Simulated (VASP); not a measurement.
PrPb5: single point with PBE

Crystal: PrPb5.

```
Pr Pb
1.0
     0.00000    4.60876    4.60876
     4.60876    0.00000    4.60876
     4.60876    4.60876    0.00000
Pr Pb
1 5
Cartesian
  0.0000 0.0000 0.0000
  2.3044 2.3044 2.3044
  5.7661 3.4514 3.4514
  5.7661 5.7661 5.7661
  3.4514 3.4514 5.7661
  3.4514 5.7661 3.4514
```

The cell was generated, and may not be a known phase.

* Program: VASP 6.6.1
* Task: single point
* Functional: PBE
* Potentials or basis: VASP PAW PBE potentials, release 64 (Pr_3, Pb_d), 4f in core
* Cutoff: 500 eV
* k mesh: 3 × 3 × 3
* Occupations: gaussian, width 0.2 eV
* Spin: no spin polarisation

The pressure is -0.3 GPa and the largest force is 0.048 eV/Å. The band gap on the k mesh is zero (an odd number of electrons rules out a gap without spin polarisation).

Forces in eV/Å, atoms in the order of the input:
```
Pr   0.000  0.000  0.000
Pb   0.000  0.000  0.000
Pb  -0.028  0.028  0.028
Pb  -0.028 -0.028 -0.028
Pb   0.028  0.028 -0.028
Pb   0.028 -0.028  0.028
```

Levels at points of the mesh, in eV from the Fermi level:
```
           k point  band 36  band 37  band 38  band 39  band 40  band 41  band 42  band 43  band 44  band 45
(0.00, 0.00, 0.00)    -3.08    -3.08    -3.08    -1.82    -1.82     0.41     0.41     0.41     1.96     2.52
```

Run time: 42 s on 1 thread of Intel(R) Xeon(R) 6975P-C (Granite Rapids), with other jobs on the host, peak memory 0.31 GiB.

Caveat: the k points lie up to 0.39 Å⁻¹ apart, too coarse for converged energies and pressures of a metal; spin-orbit coupling is left out, which moves the levels of the heavy elements; the 4f electrons are frozen in the core, so they carry no moment and show no levels. Spin polarisation is off, so any magnetic state and its effect on volume and gap are missing.
